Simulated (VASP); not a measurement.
Input of a VASP 6.6.1 run:

The input INCAR:

```
SYSTEM = In2O3
ALGO = Normal ; EDIFF = 1E-7
ENCUT = 520 ; GGA = PE
ISIF = 2 ; ISMEAR = -1
LASPH = .TRUE. ; LCHARG = .TRUE.
LELF = .TRUE. ; LREAL = .FALSE.
LVHAR = .TRUE. ; LWAVE = .FALSE.
NBANDS = 55 ; NELM = 100
PREC = Accurate ; SIGMA = 0.02
```

KPOINTS

```
k-points
0
G
  6 6 6
  0 0 0
```

The input POSCAR:

```
In2O3
1.0
    2.8365217899      1.6376666190      4.9990628420
   -2.8365217899      1.6376666190      4.9990628420
    0.0000000000     -3.2753332379      4.9990628420
In O
4 6
Direct
    0.6440212614      0.6440212614      0.6440212614
    0.8559787386      0.8559787386      0.8559787386
    0.3559787386      0.3559787386      0.3559787386
    0.1440212614      0.1440212614      0.1440212614
    0.0470990203      0.7500000000      0.4529009797
    0.7500000000      0.4529009797      0.0470990203
    0.4529009797      0.0470990203      0.7500000000
    0.9529009797      0.2500000000      0.5470990203
    0.5470990203      0.9529009797      0.2500000000
    0.2500000000      0.5470990203      0.9529009797
```

Potentials or basis: VASP PAW PBE potentials, release 64 (In_d, O).

Launch:

```bash
$ cat potpaw_PBE.64/In_d/POTCAR potpaw_PBE.64/O/POTCAR > POTCAR
$ mpirun -np 1 vasp_std > vasp.out
```

Estimate the band gap on the k mesh.

0.64 eV (least direct gap 0.76 eV).

Predict the largest force.

0.083 eV/Å.

What does it give for the pressure?

-6.5 GPa.

Forces in eV/Å, atoms in the order of the input:
```
In   0.000  0.000 -0.083
In   0.000  0.000  0.083
In   0.000  0.000  0.083
In   0.000  0.000 -0.083
O    0.001  0.002  0.000
O    0.001 -0.002  0.000
O   -0.003  0.000  0.000
O   -0.001 -0.002  0.000
O    0.003  0.000  0.000
O   -0.001  0.002  0.000
```

Caveat: the cell differs from its parent crystal (strain +3.0%); the cell stands under tension; semilocal functionals underestimate gaps, and a narrow one can read as zero; spin-orbit coupling is left out, which moves the levels of the heavy elements. A k mesh can miss the band edges.
